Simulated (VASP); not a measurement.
A run of VASP 6.6.1 is set up as follows.

INCAR

```
PREC     = Accurate       # precision mode
ENCUT    = 520            # plane-wave cutoff, eV
EDIFF    = 1E-6           # SCF threshold, eV
ISMEAR   = -1             # smearing method
SIGMA    = 0.05           # smearing width, eV
LREAL    = False          # projectors in reciprocal space
LASPH    = True           # aspherical terms in the spheres
NELM     = 150            # most SCF steps
ALGO     = Normal         # electronic algorithm
ISIF     = 2              # what is computed and relaxed
LWAVE    = False          # write WAVECAR
LCHARG   = False          # write CHGCAR
ISPIN    = 2              # spin polarisation
MAGMOM   = 2 0            # initial moments
LORBIT   = 11             # projections on sites
LMAXMIX  = 4              # l up to which the mixer works
GGA      = B5             # functional
ALDAX    = 1.0          
AGGAX    = 1.0          
AGGAC    = 1.0          
ALDAC    = 0.0          
NBANDS   = 18             # bands
```

Contents of KPOINTS:

```
Automatic mesh
0
Gamma
  12 12 12
```

POSCAR

```
CoO
1.0
   -1.5765508410      1.5765508410      2.0352946972
    1.5765508410     -1.5765508410      2.0352946972
    1.5765508410      1.5765508410     -2.0352946972
Co O
1 1
Direct
    0.0000000000      0.0000000000      0.0000000000
    0.5000000000      0.5000000000      0.0000000000
```

Potentials or basis: VASP PAW PBE potentials, release 64 (Co, O).

The run is started by

```bash
$ cat potpaw_PBE.64/Co/POTCAR potpaw_PBE.64/O/POTCAR > POTCAR
$ mpirun -np 1 vasp_std > vasp.out
```

Problem. Predict the site moments.

Solution. Co +2.50; O +0.29 μB.

Problem. Estimate the pressure.

Solution. -0.6 GPa.

Stress tensor (GPa, compression positive):
```
-0.68  0.00  0.00
 0.00 -0.68  0.00
 0.00  0.00 -0.39
```

Caveat: the PAW data sets were made with another functional, which shifts forces and pressure a little; a cell with one magnetic atom can't hold antiferromagnetic order, which such compounds often take.
